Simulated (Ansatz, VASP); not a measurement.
# NaI in VASP and in Ansatz

File INCAR:

```
PREC = Accurate ; ENCUT = 520
EDIFF = 1E-8 ; ISMEAR = -1
SIGMA = 0.02 ; LREAL = F
LASPH = T ; NELM = 60
ALGO = Normal ; ISIF = 2
LWAVE = F ; LCHARG = F
GGA = CA ; LEFG = T
NBANDS = 14
```

File KPOINTS:

```
regular mesh
0
Gamma
  8 8 8
```

POSCAR

```
NaI
1.0
   -0.0647280000      3.2040360000      3.2040360000
    3.2040360000     -0.0647280000      3.2040360000
    3.2040360000      3.2040360000     -0.0647280000
Na I
1 1
Direct
    0.0000000000      0.0000000000      0.0000000000
    0.5000000000      0.5000000000      0.5000000000
```

Input for Ansatz:

```yaml
crystal:
  lattice:
    - [-0.064728, 3.204036, 3.204036]
    - [3.204036, -0.064728, 3.204036]
    - [3.204036, 3.204036, -0.064728]
  atoms:
    - { symbol: Na, position: [0.0, 0.0, 0.0] }
    - { symbol: I, position: [0.5, 0.5, 0.5] }
kpoints:
  mp_grid: { grid: [8, 8, 8] }
scf:
  occupations: { method: fermi_dirac, width: 0.02 }
hamiltonian:
  xc: lda
  pseudopotentials: { kind: all_electron, datasets: crystal }
output:
  forces: true
  stress: true
  eigenvalues: true
  efg: { contact_densities: true }
```

Change from the starting cell: equal xy, yz and zx shear strains of -2 %, crystal datasets.

Alike in both runs: task electric field gradients; functional LDA; k mesh 8 × 8 × 8; occupations fermi-dirac, width 0.02 eV; no spin polarisation.

|  | VASP | Ansatz |
| --- | --- | --- |
| version | VASP 6.6.1 | Ansatz 0.2.0 |
| potentials or method | VASP PAW LDA potentials, release 64 (Na_pv, I), cutoff 520 eV | all-electron PAW with datasets made for the crystal, scalar-relativistic |

VASP gave:

```
gap on the k mesh at the Fermi level (eV)                     : 3.26
pressure (GPa)                                                : -1.6
traceless stress, the component that is largest in VASP (GPa) : 0.13
size of Vzz on the site where it differs most (V/Å²)          : 17.9
```

**Question.** Which values does Ansatz return?

**Answer.** gap on the k mesh at the Fermi level (eV): 3.24; pressure (GPa): -1.6; traceless stress, the component that is largest in VASP (GPa): 0.13; size of Vzz on the site where it differs most (V/Å²): 18.5.

LDA's correlation is that of Perdew and Zunger in VASP and of Perdew and Wang (1992) in Ansatz. Ansatz ran all-electron here, and VASP with PAW potentials.

Spin-orbit coupling is off throughout.
